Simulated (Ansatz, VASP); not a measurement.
BiTe3: VASP beside Ansatz

```
Bi Te
1.0
     5.95963    0.00000    0.00000
     0.00000    5.95963    0.00000
     0.00000    0.00000    5.95963
Bi Te
1 3
Direct
  0.00000 0.00000 0.00000
  0.50000 0.00000 0.00000
  0.00000 0.00000 0.50000
  0.00000 0.50000 0.00000
```

Alike in both runs: task single point; functional PBE; k mesh 6 × 6 × 6; occupations gaussian, width 0.05 eV; no spin polarisation.

|  | VASP | Ansatz |
| --- | --- | --- |
| version | VASP 6.6.1 | Ansatz 0.2.0 |
| potentials or method | VASP PAW PBE potentials, release 64 (Bi_d, Te), cutoff 520 eV | scalar-relativistic, plane waves, PAW |
| valence electrons in the cell | 33 | 63 |

|  | VASP | Ansatz | Ansatz less VASP |
| --- | --- | --- | --- |
| gap on the k mesh at the Fermi level (eV) | none | none | - |
| pressure (GPa) | 0.8 | 0.8 | +0.03 |

A gap of «none» marks a metal or a gap that the smearing closes. The functional is the same, so the differences come from potentials, cutoffs and numerics. VASP's potentials hold 33 valence electrons a cell and Ansatz's 63, so a difference there can come from the potentials and not from the codes.

Spin-orbit coupling is off throughout.
